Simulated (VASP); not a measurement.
Here is a VASP 6.6.1 calculation.

The input INCAR:

```
SYSTEM = BaAl2B4
ALGO = Normal
EDIFF = 1E-7
ENCUT = 520
GGA = PE
ISIF = 2
ISMEAR = 0
LASPH = .True.
LCHARG = .False.
LREAL = .False.
LWAVE = .False.
NBANDS = 23
NELM = 100
PREC = Accurate
SIGMA = 0.1
```

File KPOINTS:

```
k-points
0
Gamma
  6 6 4
  0 0 0
```

File POSCAR:

```
BaAl2B4
1.0
    2.3016181161     -7.2666739071      0.0000000000
    2.3016181161      7.2666739071      0.0000000000
    0.0000000000      0.0000000000      3.1331224345
Ba Al B
1 2 4
Direct
    0.0000000000      0.0000000000      0.0000000000
    0.6702661463      0.3297338537      0.5000000000
    0.3297338537      0.6702661463      0.5000000000
    0.8264421696      0.1735578304      0.5000000000
    0.1735578304      0.8264421696      0.5000000000
    0.7886121898      0.2113878102      0.0000000000
    0.2113878102      0.7886121898      0.0000000000
```

Potentials or basis: VASP PAW PBE potentials, release 64 (Ba_sv, Al, B).

Launch:

```console
$ cat potpaw_PBE.64/Ba_sv/POTCAR potpaw_PBE.64/Al/POTCAR potpaw_PBE.64/B/POTCAR > POTCAR
$ mpirun -np 1 vasp_std > vasp.out
```

(1) What does it give for the pressure?

(2) Estimate the largest force.

(3) What does it give for the band gap on the k mesh?

## Answers

(1) 0.8 GPa.

(2) 0.101 eV/Å.

(3) zero (bands 14 and 15 overlap by 1.60 eV).

Caveat: the k points lie up to 0.50 Å⁻¹ apart, too coarse for converged energies and pressures of a metal; spin-orbit coupling is left out, which moves the levels of the heavy elements.
